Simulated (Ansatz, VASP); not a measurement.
Two plane-wave programs on MnO

The input INCAR:

```
PREC     = Accurate       # precision mode
ENCUT    = 520            # plane-wave cutoff, eV
EDIFF    = 1E-6           # SCF threshold, eV
ISMEAR   = -1             # smearing method
SIGMA    = 0.05           # smearing width, eV
LREAL    = F              # projectors in reciprocal space
LASPH    = T              # aspherical terms in the spheres
NELM     = 150            # most SCF steps
ALGO     = Normal         # electronic algorithm
ISIF     = 2              # what is computed and relaxed
LWAVE    = F              # write WAVECAR
LCHARG   = F              # write CHGCAR
ISPIN    = 2              # spin polarisation
MAGMOM   = 4 0            # initial moments
LORBIT   = 11             # projections on sites
LMAXMIX  = 4              # l up to which the mixer works
GGA      = RP             # functional
NBANDS   = 20             # bands
```

The input KPOINTS:

```
regular mesh
0
Gamma
  10 10 10
```

Contents of POSCAR:

```
MnO
1.0
    0.0000000000      2.2239077028      2.2239077028
    2.2239077028      0.0000000000      2.2239077028
    2.2239077028      2.2239077028      0.0000000000
Mn O
1 1
Direct
    0.0000000000      0.0000000000      0.0000000000
    0.5000000000      0.5000000000      0.5000000000
```

input.yaml

```yaml
crystal:
  lattice:
    - [0.0, 2.2239077028, 2.2239077028]
    - [2.2239077028, 0.0, 2.2239077028]
    - [2.2239077028, 2.2239077028, 0.0]
  atoms:
    - { symbol: Mn, position: [0.0, 0.0, 0.0], spin: 4.0 }
    - { symbol: O, position: [0.5, 0.5, 0.5] }
hamiltonian:
  xc: rpbe
  pseudopotentials: { kind: paw }
magnetization:
  spin_polarized: true
kpoints:
  mp_grid: { grid: [10, 10, 10] }
  band_path:
    path:
      - [[0.0, 0.0, 0.0], [0.5, 0.0, 0.5], [0.5, 0.25, 0.75], [0.375, 0.375, 0.75], [0.0, 0.0, 0.0], [0.5, 0.5, 0.5], [0.625, 0.25, 0.625], [0.5, 0.25, 0.75], [0.5, 0.5, 0.5], [0.375, 0.375, 0.75]]
      - [[0.625, 0.25, 0.625], [0.5, 0.0, 0.5]]
    npoints: 14
scf:
  occupations: { method: fermi_dirac, width: 0.05 }
  n_extra_bands: 6
output:
  forces: true
  stress: true
  eigenvalues: true
  fatbands: false
```

Alike in both runs: functional RPBE; k mesh 10 × 10 × 10; occupations fermi-dirac, width 0.05 eV; collinear spin.

|  | VASP | Ansatz |
| --- | --- | --- |
| version | VASP 6.6.1 | Ansatz 0.2.0 |
| potentials or method | VASP PAW PBE potentials, release 64 (Mn_pv, O) | Ansatz PAW |
| plane-wave cutoff (eV) | 520 | 420 |
| valence electrons in the cell | 19 | 21 |
| task | single point | band structure |

```csv
,VASP,Ansatz,Ansatz less VASP
gap on the k mesh at the Fermi level (eV),none,none,-
pressure (GPa),5.8,5.6,-0.20
net moment per atom (μB),2.41,2.41,0.000
size of the moment on the site where the two differ most (μB),4.38,4.09,-0.285
```

VASP's potentials were made for PBE, not for RPBE. Site moments also hang on the region over which each program counts them. A gap of «none» marks a metal or a gap that the smearing closes. VASP's potentials hold 19 valence electrons a cell and Ansatz's 21, so a difference there can come from the potentials and not from the codes.
